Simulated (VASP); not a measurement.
# Li3CoF4 (Pm-3m) in VASP: a series of runs

Runs on Li3CoF4. Level: PBE+U. Tasks: single point.

Program: VASP 6.6.1. These are calculated values, not measurements. Logs are shortened: lines on timing, memory, paths and dates and some standing lists are left out, and cuts for length are marked.

### Step 1. The cell of the first run

It takes space group Pm-3m (No. 221, cubic). Conventional cell: a = 4.030 Å, b = 4.030 Å, c = 4.030 Å, α = 90.00°, β = 90.00°, γ = 90.00°. Within 2.7 Å of Co (site symmetry m-3m) lie 6 F at 2.02 Å. Li (site symmetry 4/mmm) has 6 F at 2.02 Å within 2.7 Å. Within 2.7 Å of F (site symmetry m-3m) lie 6 Li at 2.02 Å. F (site symmetry 4/mmm) has 2 Co at 2.02 Å and 4 Li at 2.02 Å within 2.7 Å.

### Step 2. Single point, PBE+U, collinear spin, ferromagnetic start

INCAR

```
SYSTEM = Li3CoF4
  ALGO = Normal
  EDIFF = 1E-6
  ENCUT = 750
  GGA = PE
  GGA_COMPAT = .False.
  ISIF = 2
  ISMEAR = -1
  ISPIN = 2
  LASPH = .True.
  LCHARG = .False.
  LDAU = .True.
  LDAUJ = 0 0 0
  LDAUL = 2 -1 -1
  LDAUPRINT = 1
  LDAUTYPE = 2
  LDAUU = 4 0 0
  LMAXMIX = 4
  LORBIT = 11
  LREAL = .False.
  LWAVE = .False.
  MAGMOM = 3 0 0 0 0 0 0 0
  NBANDS = 37
  NELM = 200
  PREC = Accurate
  SIGMA = 0.01
```

KPOINTS

```
k-points
0
Gamma
  1 1 1
  0 0 0
```

POSCAR

```
Li3CoF4
1.0
    4.0300000000      0.0000000000      0.0000000000
    0.0000000000      4.0300000000      0.0000000000
    0.0000000000      0.0000000000      4.0300000000
Co Li F
1 3 4
Direct
    0.0000000000      0.0000000000      0.0000000000
    0.0000000000      0.5000000000      0.5000000000
    0.5000000000      0.0000000000      0.5000000000
    0.5000000000      0.5000000000      0.0000000000
    0.5000000000      0.5000000000      0.5000000000
    0.5000000000      0.0000000000      0.0000000000
    0.0000000000      0.5000000000      0.0000000000
    0.0000000000      0.0000000000      0.5000000000
```

Potentials or basis: VASP PAW PBE potentials, release 64 (Co, Li_sv, F).

Started as:

```sh
$ cat potpaw_PBE.64/Co/POTCAR potpaw_PBE.64/Li_sv/POTCAR potpaw_PBE.64/F/POTCAR > POTCAR
$ mpirun -np 1 vasp_gam > vasp.out
```

OUTCAR:

```text
SYSTEM = Li3CoF4
   EDIFF = 1E-6
   ENCUT = 750
   GGA = PE
   ISIF = 2
   ISMEAR = -1
   ISPIN = 2
   LASPH = .True.
   LORBIT = 11
   LREAL = .False.
   NELM = 200
   PREC = Accurate

 ion  position               nearest neighbor table
   1  0.000  0.000  0.000-   6 2.02   7 2.02   8 2.02   8 2.02   7 2.02   6 2.02   2 2.85   3 2.85
                             2 2.85   2 2.85   4 2.85   3 2.85   2 2.85   3 2.85   4 2.85   4 2.85
   2  0.000  0.500  0.500-   5 2.02   7 2.02   8 2.02   7 2.02   8 2.02   5 2.02   1 2.85   1 2.85
                             1 2.85   1 2.85
   3  0.500  0.000  0.500-   5 2.02   6 2.02   8 2.02   6 2.02   5 2.02   8 2.02   1 2.85   1 2.85
                             1 2.85   1 2.85
   4  0.500  0.500  0.000-   5 2.02   6 2.02   7 2.02   5 2.02   6 2.02   7 2.02   1 2.85   1 2.85
                             1 2.85   1 2.85
   5  0.500  0.500  0.500-   2 2.02   3 2.02   4 2.02   4 2.02   3 2.02   2 2.02
   6  0.500  0.000  0.000-   1 2.02   3 2.02   4 2.02   3 2.02   4 2.02   1 2.02
   7  0.000  0.500  0.000-   1 2.02   2 2.02   4 2.02   2 2.02   1 2.02   4 2.02
   8  0.000  0.000  0.500-   1 2.02   2 2.02   3 2.02   1 2.02   2 2.02   3 2.02

  LATTYP: Found a simple cubic cell.
 ALAT       =     4.0300000000

  Lattice vectors:

 A1 = (   4.0300000000,   0.0000000000,   0.0000000000)
 A2 = (   0.0000000000,   4.0300000000,   0.0000000000)
 A3 = (   0.0000000000,   0.0000000000,   4.0300000000)

Analysis of symmetry for initial positions (statically):
=====================================================================
 Subroutine PRICEL returns:
 Original cell was already a primitive cell.

 Routine SETGRP: Setting up the symmetry group for a
 simple cubic supercell.

 Subroutine GETGRP returns: Found 48 space group operations
 (whereof 48 operations were pure point group operations)
 out of a pool of 48 trial point group operations.

The static configuration has the point symmetry O_h .

Analysis of symmetry for dynamics (positions and initial velocities):
=====================================================================
 Subroutine PRICEL returns:
 Original cell was already a primitive cell.

 Routine SETGRP: Setting up the symmetry group for a
 simple cubic supercell.

 Subroutine GETGRP returns: Found 48 space group operations
 (whereof 48 operations were pure point group operations)
 out of a pool of 48 trial point group operations.

The dynamic configuration has the point symmetry O_h .

Analysis of structural, dynamic, and magnetic symmetry:
=====================================================================
 Subroutine PRICEL returns:
[... 178 lines left out ...]
  free energy    TOTEN  =       -38.48326381 eV

  energy without entropy =      -38.48326381  energy(sigma->0) =      -38.48326381

 E-fermi :   4.8079     XC(G=0): -10.8080

 val. band max:        4.5142212894   @ k =   0.0000   0.0000   0.0000
 cond. band min:       7.9167539131   @ k =   0.0000   0.0000   0.0000
 fundamental gap:      3.4025326237
 Fermi energy:         4.8078546116

 spin component 1

 k-point     1 :       0.0000    0.0000    0.0000
  band No.  band energies     occupation
      1     -40.7022      1.00000
      2     -40.6473      1.00000
      3     -40.6473      1.00000
      4     -20.1600      1.00000
      5     -19.5430      1.00000
      6     -19.5430      1.00000
[... 27 lines left out ...]
     34      17.5576      0.00000
     35      20.2556      0.00000
 Fermi energy:         4.8078546116

 spin component 2

 k-point     1 :       0.0000    0.0000    0.0000
  band No.  band energies     occupation
      1     -40.7022      1.00000
      2     -40.6473      1.00000
      3     -40.6473      1.00000
      4     -20.1388      1.00000
      5     -19.4469      1.00000
      6     -19.4469      1.00000
[... 27 lines left out ...]
     34      17.6577      0.00000
     35      20.2552      0.00000
 [bands above 35 left out]

------------------------ aborting loop because EDIFF is reached ----------------------------------------

  FORCE on cell =-STRESS in cart. coord.  units (eV):
  Direction    XX          YY          ZZ          XY          YZ          ZX
  --------------------------------------------------------------------------------------
  -------------------------------------------------------------------------------------
  Total        1.4943657      1.4943657      1.4943657      0.0000000     -0.0000000      0.0000000
  in kB       36.5807266     36.5807266     36.5807266      0.0000000     -0.0000000      0.0000000
  external PRESSURE =      36.5807266 kB  Pullay stress =       0.0000000 kB

 VOLUME and BASIS-vectors are now :
 -----------------------------------------------------------------------------
  energy-cutoff  :      750.00
  volume of cell :       65.45
      direct lattice vectors                 reciprocal lattice vectors
     4.030000000  0.000000000  0.000000000     0.248138958  0.000000000  0.000000000
     0.000000000  4.030000000  0.000000000     0.000000000  0.248138958  0.000000000
     0.000000000  0.000000000  4.030000000     0.000000000  0.000000000  0.248138958

 POSITION                                       TOTAL-FORCE (eV/Angst)
 -----------------------------------------------------------------------------------
      0.00000      0.00000      0.00000         0.000000      0.000000      0.000000
      0.00000      2.01500      2.01500         0.000000      0.000000      0.000000
      2.01500      0.00000      2.01500         0.000000      0.000000      0.000000
      2.01500      2.01500      0.00000         0.000000      0.000000      0.000000
      2.01500      2.01500      2.01500         0.000000      0.000000      0.000000
      2.01500      0.00000      0.00000         0.000000      0.000000      0.000000
      0.00000      2.01500      0.00000         0.000000      0.000000      0.000000
      0.00000      0.00000      2.01500         0.000000      0.000000      0.000000
 -----------------------------------------------------------------------------------
    total drift:                                0.000000      0.000000     -0.000000

  FREE ENERGIE OF THE ION-ELECTRON SYSTEM (eV)
  ---------------------------------------------------
  free  energy   TOTEN  =       -38.4832638075 eV

  energy  without entropy=      -38.4832638075  energy(sigma->0) =      -38.48326381

 total charge

# of ion       s       p       d       tot
------------------------------------------
    1        0.053   0.543   7.586   8.182
    2        1.985   0.079   0.000   2.063
    3        1.985   0.079   0.000   2.063
    4        1.985   0.079   0.000   2.063
    5        1.724   4.410   0.000   6.134
    6        1.720   4.426   0.000   6.146
    7        1.720   4.426   0.000   6.146
    8        1.720   4.426   0.000   6.146
--------------------------------------------------
tot         12.890  18.467   7.586  38.944

 magnetization (x)

# of ion       s       p       d       tot
------------------------------------------
    1        0.001   0.014   1.982   1.997
    2        0.000  -0.000   0.000  -0.000
    3        0.000  -0.000   0.000  -0.000
    4        0.000  -0.000   0.000  -0.000
    5        0.000   0.000   0.000   0.000
    6        0.006  -0.004   0.000   0.002
    7        0.006  -0.004   0.000   0.002
    8        0.006  -0.004   0.000   0.002
--------------------------------------------------
tot          0.021   0.001   1.982   2.004
```

OSZICAR:

```text
N       E                     dE             d eps       ncg     rms          rms(c)
DAV:   1     0.802246163412E+03    0.80225E+03   -0.28024E+04   148   0.206E+03
DAV:   2     0.512980607740E+02   -0.75095E+03   -0.63003E+03   169   0.546E+02
DAV:   3    -0.323467238370E+02   -0.83645E+02   -0.80571E+02   182   0.182E+02
DAV:   4    -0.383262609811E+02   -0.59795E+01   -0.58751E+01   216   0.350E+01
DAV:   5    -0.384897897018E+02   -0.16353E+00   -0.16267E+00   200   0.631E+00    0.197E+01
DAV:   6    -0.414391456079E+02   -0.29494E+01   -0.10047E+02   200   0.405E+01    0.326E+01
DAV:   7    -0.391874300582E+02    0.22517E+01   -0.99100E+00   176   0.193E+01    0.107E+01
DAV:   8    -0.383980069374E+02    0.78942E+00   -0.16792E+00   179   0.770E+00    0.573E+00
DAV:   9    -0.383753595649E+02    0.22647E-01   -0.42512E-01   184   0.385E+00    0.334E+00
DAV:  10    -0.384669941191E+02   -0.91635E-01   -0.40938E-01   177   0.444E+00    0.825E-01
DAV:  11    -0.384805451633E+02   -0.13551E-01   -0.27309E-02   200   0.103E+00    0.432E-01
DAV:  12    -0.384831594197E+02   -0.26143E-02   -0.32151E-03   192   0.406E-01    0.259E-01
DAV:  13    -0.384832220840E+02   -0.62664E-04   -0.26706E-04   174   0.120E-01    0.133E-01
DAV:  14    -0.384832620850E+02   -0.40001E-04   -0.13590E-04   184   0.846E-02    0.165E-02
DAV:  15    -0.384832634924E+02   -0.14074E-05   -0.12481E-05   187   0.298E-02    0.113E-02
DAV:  16    -0.384832638075E+02   -0.31503E-06   -0.42258E-06   184   0.161E-02
   1 F= -.38483264E+02 E0= -.38483264E+02  d E =-.153494E-12  mag=     2.0000
```

Wall time 21 s (1 thread of Intel Xeon Platinum 8259CL at 2.50GHz (Skylake/Cascade Lake), shared host); peak memory 0.23 GiB.

What came out:

| Quantity | Value |
| --- | --- |
| Free energy | -38.4833 eV |
| Pressure | 3.7 GPa |
| Net moment | 2.00 μB per cell |
| Site moments | Co +2.00; Li -0.00; F +0.00 μB |
| Valence electrons inside the program's atomic spheres | Co 8.18; Li 2.06; F 6.13, 6.15 (each value once) |

Levels at points of the mesh, in eV from the Fermi level:
Spin up:
| k point | band 20 | band 21 | band 22 | band 23 | band 24 | band 25 | band 26 | band 27 | band 28 | band 29 |
| --- | --- | --- | --- | --- | --- | --- | --- | --- | --- | --- |
| (0.00, 0.00, 0.00) | -1.87 | -1.87 | -1.32 | -1.32 | -1.32 | 3.11 | 10.13 | 10.13 | 10.13 | 10.17 |
Spin down:
| k point | band 19 | band 20 | band 21 | band 22 | band 23 | band 24 | band 25 | band 26 |
| --- | --- | --- | --- | --- | --- | --- | --- | --- |
| (0.00, 0.00, 0.00) | -4.83 | -0.29 | -0.29 | -0.29 | 3.28 | 5.31 | 5.31 | 10.13 |

Eigenvalues of the final occupation matrices:
```tsv
site	spin	trace	eigenvalues
site 1 d	1	4.80	0.94 0.94 0.94 0.99 0.99
site 1 d	2	2.82	0.01 0.01 0.93 0.93 0.93
```

Caveat: the k points lie up to 1.56 Å⁻¹ apart; a cell with one magnetic atom can't hold antiferromagnetic order, which such compounds often take.

### Step 3. Single point, PBE+U, collinear spin, ferromagnetic start

INCAR

```
PREC = Accurate
ENCUT = 750
EDIFF = 1E-6
ISMEAR = -1
SIGMA = 0.01
LREAL = F
LASPH = T
NELM = 200
ALGO = Normal
ISIF = 2
LWAVE = F
LCHARG = F
ISPIN = 2
MAGMOM = 3 0 0 0 0 0 0 0
LORBIT = 11
LMAXMIX = 4
LDAU = T
LDAUTYPE = 2
LDAUL = 2 -1 -1
LDAUU = 4 0 0
LDAUJ = 0 0 0
LDAUPRINT = 1
GGA = PE
NBANDS = 37
GGA_COMPAT = F
```

KPOINTS

```
regular mesh
0
Gamma
  1 1 1
```

POSCAR is that of step 2.

Potentials or basis: VASP PAW PBE potentials, release 64 (Co, Li_sv, F).

Started as:

```sh
$ cat potpaw_PBE.64/Co/POTCAR potpaw_PBE.64/Li_sv/POTCAR potpaw_PBE.64/F/POTCAR > POTCAR
$ mpirun -np 1 vasp_gam > vasp.out
```

Wall time 21 s (1 thread of Intel Xeon Platinum 8259CL at 2.50GHz (Skylake/Cascade Lake), shared host); peak memory 0.23 GiB.

Results (log left out):

| Property | Result |
| --- | --- |
| Free energy | -38.4833 eV |
| Pressure | 3.7 GPa |
| Net moment | 2.00 μB per cell |
| Site moments | Co +2.00; Li -0.00; F +0.00 μB |
| Valence electrons inside the program's atomic spheres | Co 8.18; Li 2.06; F 6.13, 6.15 (each value once) |

Levels at points of the mesh, in eV from the Fermi level:
Spin up:
```csv
k point,band 22,band 23,band 24,band 25,band 26,band 27
"(0.00, 0.00, 0.00)",-1.32,-1.32,-1.32,3.11,10.13,10.13
```
Spin down:
```csv
k point,band 18,band 19,band 20,band 21,band 22,band 23,band 24,band 25,band 26,band 27
"(0.00, 0.00, 0.00)",-4.83,-4.83,-0.29,-0.29,-0.29,3.28,5.31,5.31,10.13,10.13
```

Eigenvalues of the final occupation matrices:
```
    site  spin  trace               eigenvalues
site 1 d     1   4.80  0.94 0.94 0.94 0.99 0.99
site 1 d     2   2.82  0.01 0.01 0.93 0.93 0.93
```

Caveat: the k points lie up to 1.56 Å⁻¹ apart; a cell with one magnetic atom can't hold antiferromagnetic order, which such compounds often take. The state reached can hang on the start; a lower one may exist.

(Continued in part 2 of 2.)
